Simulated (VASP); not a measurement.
# ZnPb2N2 (P-3m1) in VASP: notebook

Runs on ZnPb2N2. Level: PBE+D3(BJ). Tasks: single point.

Program: VASP 6.6.1. These are calculated values, not measurements. Logs are shortened: lines on timing, memory, paths and dates and some standing lists are left out, and cuts for length are marked.

## 1. The cell of the first run

It takes space group P-3m1 (No. 164, trigonal). Conventional cell: a = 3.878 Å, b = 3.878 Å, c = 8.316 Å, α = 90.00°, β = 90.00°, γ = 120.00°. Within 2.2 Å of Zn (site symmetry -3m) lie 2 N at 1.65 Å. Pb (site symmetry 3m) has 3 N at 2.43 Å within 3.2 Å. Within 2.2 Å of N (site symmetry 3m) lie 1 Zn at 1.65 Å.

## 2. Single point, PBE+D3(BJ)

INCAR reads:

```
PREC = Accurate
ENCUT = 520
EDIFF = 1E-6
ISMEAR = 0
SIGMA = 0.05
LREAL = F
LASPH = T
NELM = 100
ALGO = Normal
ISIF = 2
LWAVE = F
LCHARG = F
GGA = PE
IVDW = 12
NBANDS = 33
```

KPOINTS reads:

```
regular mesh
0
Gamma
  9 9 4
```

POSCAR reads:

```
ZnPb2N2
1.0
    3.8781480764      0.0000000000      0.0000000000
   -1.9390740382      3.3585747538      0.0000000000
    0.0000000000      0.0000000000      8.3155783987
Zn Pb N
1 2 2
Direct
    0.0000000000      0.0000000000      0.5000000000
    0.6666666667      0.3333333333      0.1869330000
    0.3333333333      0.6666666667      0.8130670000
    0.0000000000      0.0000000000      0.6983190000
    0.0000000000      0.0000000000      0.3016810000
```

Potentials or basis: VASP PAW PBE potentials, release 64 (Zn, Pb_d, N).

The run is started by

```console
$ cat potpaw_PBE.64/Zn/POTCAR potpaw_PBE.64/Pb_d/POTCAR potpaw_PBE.64/N/POTCAR > POTCAR
$ mpirun -np 1 vasp_std > vasp.out
```

OUTCAR:

```text
PREC = Accurate
   ENCUT = 520
   EDIFF = 1E-6
   ISMEAR = 0
   LREAL = F
   LASPH = T
   NELM = 100
   ISIF = 2
   GGA = PE
   IVDW = 12
 IVDW          = 12

 ion  position               nearest neighbor table
   1  0.000  0.000  0.500-   4 1.65   5 1.65   2 3.43   3 3.43   3 3.43   2 3.43   2 3.43   3 3.43

   2  0.667  0.333  0.187-   5 2.43   5 2.43   5 2.43   1 3.43   1 3.43   1 3.43   3 3.83   3 3.83
                             3 3.83
   3  0.333  0.667  0.813-   4 2.43   4 2.43   4 2.43   1 3.43   1 3.43   1 3.43   2 3.83   2 3.83
                             2 3.83
   4  0.000  0.000  0.698-   1 1.65   3 2.43   3 2.43   3 2.43
   5  0.000  0.000  0.302-   1 1.65   2 2.43   2 2.43   2 2.43

  LATTYP: Found a hexagonal cell.
 ALAT       =     3.8781480764
 C/A-ratio  =     2.1442137419

  Lattice vectors:

 A1 = (   3.8781480764,   0.0000000000,   0.0000000000)
 A2 = (  -1.9390740382,   3.3585747538,   0.0000000000)
 A3 = (   0.0000000000,   0.0000000000,   8.3155783987)

Analysis of symmetry for initial positions (statically):
=====================================================================
 Subroutine PRICEL returns:
 Original cell was already a primitive cell.

 Routine SETGRP: Setting up the symmetry group for a
 hexagonal supercell.

 Subroutine GETGRP returns: Found 12 space group operations
 (whereof 12 operations were pure point group operations)
 out of a pool of 24 trial point group operations.

The static configuration has the point symmetry D_3d.

Analysis of symmetry for dynamics (positions and initial velocities):
=====================================================================
 Subroutine PRICEL returns:
 Original cell was already a primitive cell.

 Routine SETGRP: Setting up the symmetry group for a
 hexagonal supercell.

 Subroutine GETGRP returns: Found 12 space group operations
 (whereof 12 operations were pure point group operations)
 out of a pool of 24 trial point group operations.

The dynamic configuration has the point symmetry D_3d.

 Subroutine INISYM returns: Found 12 space group operations
 (whereof 12 operations are pure point group operations),
 and found     1 'primitive' translations

----------------------------------------------------------------------------------------

                                     Primitive cell

  volume of cell :     108.3108

  direct lattice vectors                    reciprocal lattice vectors
     3.878148076  0.000000000  0.000000000     0.257855033  0.148872673  0.000000000
    -1.939074038  3.358574754  0.000000000     0.000000000  0.297745345  0.000000000
     0.000000000  0.000000000  8.315578399     0.000000000  0.000000000  0.120256217

  length of vectors
     3.878148076  3.878148076  8.315578399     0.297745345  0.297745345  0.120256217

  position of ions in fractional coordinates (direct lattice)
     0.000000000  0.000000000  0.500000000
     0.666666667  0.333333333  0.186933000
     0.333333333  0.666666667  0.813067000
     0.000000000  0.000000000  0.698319000
     0.000000000  0.000000000  0.301681000

  ion indices of the primitive-cell ions
   primitive index   ion index
                 1           1
                 2           2
                 3           3
                 4           4
                 5           5

----------------------------------------------------------------------------------------

 KPOINTS: regular mesh

Automatic generation of k-mesh.
 Grid dimensions read from file:
 generate k-points for:    9    9    4

 Generating k-lattice:

  Cartesian coordinates                     Fractional coordinates (reciprocal lattice)
     0.028650559  0.016541408  0.000000000     0.111111111  0.000000000  0.000000000
     0.000000000  0.033082816  0.000000000     0.000000000  0.111111111  0.000000000
     0.000000000  0.000000000  0.030064054     0.000000000  0.000000000  0.250000000

  Length of vectors
     0.033082816  0.033082816  0.030064054

  Shift w.r.t. Gamma in fractional coordinates (k-lattice)
     0.000000000  0.000000000  0.000000000

 Subroutine IBZKPT returns following result:
 ===========================================

 Found     43 irreducible k-points:

 Following reciprocal coordinates:
            Coordinates               Weight
  0.000000  0.000000  0.000000      1.000000
  0.111111  0.000000  0.000000      6.000000
  0.222222  0.000000  0.000000      6.000000
  0.333333  0.000000  0.000000      6.000000
  0.444444  0.000000  0.000000      6.000000
  0.111111  0.111111  0.000000      6.000000
[... 16 lines left out ...]
  0.222222  0.111111  0.250000     12.000000
 -0.111111  0.333333  0.250000     12.000000
 [... further k-points ...]
   k-points           NKPTS =     43   k-points in BZ     NKDIM =     43   number of bands    NBANDS=     33
   number of dos      NEDOS =    301   number of ions     NIONS =      5
   total plane-waves  NPLWV =  57600
   dimension x,y,z NGX =    30 NGY =   30 NGZ =   64
   dimension x,y,z NGXF=    60 NGYF=   60 NGZF=  128
   ions per type =               1   2   2
   NGX,Y,Z   is equivalent  to a cutoff of  12.86, 12.86, 12.79 a.u.
   NGXF,Y,Z  is equivalent  to a cutoff of  25.72, 25.72, 25.59 a.u.
 SYSTEM =  unknown system
   PREC   = accura    normal or accurate (medium, high low for compatibility)
   ISTART =      0    job   : 0-new  1-cont  2-samecut
   ICHARG =      2    charge: 1-file 2-atom 10-const
   ISPIN  =      1    spin polarized calculation?
   LNONCOLLINEAR =      F non collinear calculations
   LSORBIT =      F    spin-orbit coupling
   LASPH  =      T    aspherical Exc in radial PAW
   ENCUT  =  520.0 eV  38.22 Ry    6.18 a.u.   7.21  7.21 15.46*2*pi/ulx,y,z
   NELM   =    100;   NELMIN=  2; NELMDL= -5     # of ELM steps
   EDIFF  = 0.1E-05   stopping-criterion for ELM
   LREAL  =      F    real-space projection
   EDIFFG = 0.1E-04   stopping-criterion for IOM
   NSW    =      0    number of steps for IOM
   IBRION =     -1    ionic relax: 0-MD 1-quasi-New 2-CG
   NFREE  =      0    steps in history (QN), initial steepest desc. (CG)
   ISIF   =      2    stress and relaxation
   ISYM   =      2    0-nonsym 1-usesym 2-fastsym
   POTIM  = 0.5000    time-step for ionic-motion
   TEBEG  =    0.0;   TEEND  =   0.0 temperature during run
   PSTRESS=    0.0 pullay stress
   NELECT =      50.0000    total number of electrons
   NUPDOWN=      -1.0000    fix difference up-down
   EMIN   =  10.00;   EMAX   =-10.00  energy-range for DOS
   EFERMI =   0.00;   METHOD = LEGACY
   ISMEAR =     0;   SIGMA  =   0.05  broadening in eV -4-tet -1-fermi 0-gaus
   EFERMI_NEDOS =   21; number of points for ismear=-14 and -15
   IALGO  =     38    algorithm
   IMIX   =      4    mixing-type and parameters
     AMIX     =   0.40;   BMIX     =  1.00
     AMIX_MAG =   1.60;   BMIX_MAG =  1.00
  volume/ion in A,a.u.               =      21.66       146.18
  Fermi-wavevector in a.u.,A,eV,Ry     =   1.265244  2.390964 21.780775  1.600842
  Thomas-Fermi vector in A             =   2.398507
   LORBIT       =      0    0 simple, 1 ext, 2 COOP (PROOUT), +10 PAW based schemes
   GGA     = PE    functional components
   LHFCALC =     F    Hartree Fock is set to
   AEXX    =    0.0000 exact exchange contribution
   IVDW    =    12    specifies the selected vdW correction
   LEPSILON=     F    determine dielectric tensor
   LRPA    =     F    only Hartree local field effects (RPA)
 non-spin polarized calculation
 Gauss-broadening in eV      SIGMA  =   0.05
  energy-cutoff  :      520.00
  volume of cell :      108.31
 maximum number of plane-waves:      2943
 NGX is ok and might be reduce to    30

 number of electron      49.9999990 magnetization

 Free energy of the ion-electron system (eV)
  ---------------------------------------------------
  ext. energy  EPLUGINS =         0.00000000
  ---------------------------------------------------
  free energy    TOTEN  =       -22.10805655 eV

  energy without entropy =      -22.10805634  energy(sigma->0) =      -22.10805645

 E-fermi :   4.2029     XC(G=0):  -9.4641

 val. band max:        4.0575935423   @ k =   0.1111   0.1111   0.0000
 cond. band min:       4.3328870959   @ k =   0.0000   0.0000   0.5000
 fundamental gap:      0.2752935536
 Fermi energy:         4.2029212280

 k-point     1 :       0.0000    0.0000    0.0000
  band No.  band energies     occupation
      1     -12.4488      2.00000
      2     -12.4471      2.00000
      3     -12.3747      2.00000
      4     -12.3747      2.00000
      5     -12.3494      2.00000
      6     -12.3494      2.00000
[... 25 lines left out ...]
     32       9.8974      0.00000
     33      12.2133      0.00000

 k-point     2 :       0.1111    0.0000    0.0000
  band No.  band energies     occupation
      1     -12.4703      2.00000
      2     -12.4527      2.00000
      3     -12.3854      2.00000
      4     -12.3679      2.00000
      5     -12.3532      2.00000
      6     -12.3358      2.00000
[... 25 lines left out ...]
     32      10.1025      0.00000
     33      12.5790      0.00000

 k-point     3 :       0.2222    0.0000    0.0000
  band No.  band energies     occupation
      1     -12.5450      2.00000
      2     -12.4961      2.00000
      3     -12.3797      2.00000
      4     -12.3589      2.00000
      5     -12.3486      2.00000
      6     -12.3302      2.00000
[... 25 lines left out ...]
     32      10.5095      0.00000
     33      11.6486      0.00000

 k-point     4 :       0.3333    0.0000    0.0000
  band No.  band energies     occupation
      1     -12.6303      2.00000
      2     -12.5556      2.00000
      3     -12.3692      2.00000
      4     -12.3598      2.00000
      5     -12.3587      2.00000
      6     -12.3168      2.00000
[... 673 lines left out ...]
     32      10.3087      0.00000
     33      11.7506      0.00000

 k-point    23 :       0.2222    0.1111    0.2500
  band No.  band energies     occupation
      1     -12.5890      2.00000
      2     -12.5397      2.00000
      3     -12.3791      2.00000
      4     -12.3572      2.00000
      5     -12.3403      2.00000
      6     -12.3318      2.00000
[... 25 lines left out ...]
     32      10.5938      0.00000
     33      11.0070      0.00000

 k-point    24 :      -0.1111    0.3333    0.2500
  band No.  band energies     occupation
      1     -12.5964      2.00000
      2     -12.5326      2.00000
      3     -12.3789      2.00000
      4     -12.3580      2.00000
      5     -12.3401      2.00000
      6     -12.3319      2.00000
[... 25 lines left out ...]
     32      10.1272      0.00000
     33      11.1601      0.00000

 [... further k-points ...]

------------------------ aborting loop because EDIFF is reached ----------------------------------------

 Edisp (eV)   -1.22921

 E8    (eV) :    -0.5473

  FORCE on cell =-STRESS in cart. coord.  units (eV):
  Direction    XX          YY          ZZ          XY          YZ          ZX
  --------------------------------------------------------------------------------------
  -------------------------------------------------------------------------------------
  Total      -3.56890    -3.56890    17.41732    -0.00000     0.00000    -0.00000
  in kB     -52.79268   -52.79268   257.64405    -0.00000     0.00000    -0.00000
  external pressure =       50.69 kB  Pullay stress =        0.00 kB

 VOLUME and BASIS-vectors are now :
 -----------------------------------------------------------------------------
  energy-cutoff  :      520.00
  volume of cell :      108.31
      direct lattice vectors                 reciprocal lattice vectors
     3.878148076  0.000000000  0.000000000     0.257855033  0.148872673  0.000000000
    -1.939074038  3.358574754  0.000000000     0.000000000  0.297745345  0.000000000
     0.000000000  0.000000000  8.315578399     0.000000000  0.000000000  0.120256217

 POSITION                                       TOTAL-FORCE (eV/Angst)
 -----------------------------------------------------------------------------------
      0.00000      0.00000      4.15779         0.000000      0.000000     -0.000000
      1.93907      1.11952      1.55446         0.000000      0.000000     -0.255051
     -0.00000      2.23905      6.76112        -0.000000     -0.000000      0.255051
      0.00000      0.00000      5.80693        -0.000000      0.000000      5.169326
      0.00000      0.00000      2.50865         0.000000      0.000000     -5.169326
 -----------------------------------------------------------------------------------
    total drift:                                0.000000     -0.000000      0.000000

  FREE ENERGIE OF THE ION-ELECTRON SYSTEM (eV)
  ---------------------------------------------------
  free  energy   TOTEN  =       -23.3372671485 eV

  energy  without entropy=      -23.3372669353  energy(sigma->0) =      -23.33726704
```

Wall time 2.5 min (1 thread of Intel Xeon Platinum 8259CL at 2.50GHz (Skylake/Cascade Lake), shared host); peak memory 0.33 GiB.

Results:

```
Free energy                : -23.3373 eV
Pressure                   : 5.1 GPa
Largest force              : 5.169 eV/Å
Band gap on the k mesh     : 0.28 eV (least direct gap 1.09 eV)
Dispersion energy per atom : -0.246 eV
```

Forces on the atoms (eV/Å):
```
Zn   0.000  0.000  0.000
Pb   0.000  0.000 -0.255
Pb   0.000  0.000  0.255
N    0.000  0.000  5.169
N    0.000  0.000 -5.169
```

Levels at points of the mesh, in eV from the valence-band top:
```csv
k point,band 21,band 22,band 23,band 24,band 25,band 26,band 27,band 28,band 29,band 30
"(0.00, 0.00, 0.00)",-1.85,-1.85,-0.98,-0.83,-0.83,0.46,3.80,5.00,5.10,5.10
"(0.00, 0.00, 0.50)",-1.85,-1.85,-1.24,-0.82,-0.82,0.28,3.59,5.07,5.07,5.86
```

Caveat: the cell stands under pressure; spin-orbit coupling is left out, which moves the levels of the heavy elements; an odd mesh through Γ misses points on the zone boundary, where band edges can lie; forces of over 1 eV/Å act on the atoms, so gaps and moduli don't describe the material at rest.

## 3. Single point, PBE+D3(BJ)

This run uses another cell than the first one, of the same volume but with other edges.

INCAR reads:

```
SYSTEM = ZnPb2N2
ALGO     = Normal         ! electronic algorithm
EDIFF    = 1E-6           ! SCF threshold, eV
ENCUT    = 520            ! plane-wave cutoff, eV
GGA      = PE             ! functional
ISIF     = 2              ! what is computed and relaxed
ISMEAR   = 0              ! smearing method
IVDW     = 12             ! dispersion correction
LASPH    = .TRUE.         ! aspherical terms in the spheres
LCHARG   = .FALSE.        ! write CHGCAR
LREAL    = .FALSE.        ! projectors in reciprocal space
LWAVE    = .FALSE.        ! write WAVECAR
NBANDS   = 33             ! bands
NELM     = 80             ! most SCF steps
PREC     = Accurate       ! precision mode
SIGMA    = 0.05           ! smearing width, eV
```

KPOINTS reads:

```
k-points
0
G
  9 9 4
  0 0 0
```

Changes to POSCAR since step 2:

```diff
@@ -2,5 +2,5 @@
 1.0
-    3.8781480764      0.0000000000      0.0000000000
-   -1.9390740382      3.3585747538      0.0000000000
-    0.0000000000      0.0000000000      8.3155783987
+    3.4570337062      0.0000000000      0.0000000000
+   -1.7285168531      2.9938790113      0.0000000000
+    0.0000000000      0.0000000000     10.4648741355
 Zn Pb N
```

Potentials or basis: VASP PAW PBE potentials, release 64 (Zn, Pb_d, N).

The run is started by

```console
$ cat potpaw_PBE.64/Zn/POTCAR potpaw_PBE.64/Pb_d/POTCAR potpaw_PBE.64/N/POTCAR > POTCAR
$ mpirun -np 1 vasp_std > vasp.out
```

It took 2.6 min on 1 thread of Intel Xeon Platinum 8259CL at 2.50GHz (Skylake/Cascade Lake), shared host; peak memory 0.34 GiB.

Results (log left out):

```yaml
Free_energy: -23.4342 eV
Pressure: -4.3 GPa
Largest_force: 1.533 eV/Å
Band_gap_on_the_k_mesh: 0.89 eV (least direct gap 1.01 eV)
Dispersion_energy_per_atom: -0.247 eV
```

Forces in eV/Å, atoms in the order of the input:
```
Zn   0.000  0.000  0.000
Pb   0.000  0.000  0.731
Pb   0.000  0.000 -0.731
N    0.000  0.000 -1.533
N    0.000  0.000  1.533
```

Stress tensor (GPa, compression positive):
```
  2.75   0.00   0.00
  0.00   2.75   0.00
  0.00   0.00 -18.36
```

Levels at points of the mesh, in eV from the valence-band top:
```
           k point  band 23  band 24  band 25  band 26  band 27  band 28
(0.00, 0.00, 0.00)    -0.23    -0.07    -0.07     0.94     3.17     3.73
(0.00, 0.00, 0.50)    -0.23    -0.07    -0.07     1.75     2.37     4.15
```

Caveat: the cell stands under tension; spin-orbit coupling is left out, which moves the levels of the heavy elements; an odd mesh through Γ misses points on the zone boundary, where band edges can lie; forces of over 1 eV/Å act on the atoms, so gaps and moduli don't describe the material at rest.

[end of part 1 of 2]
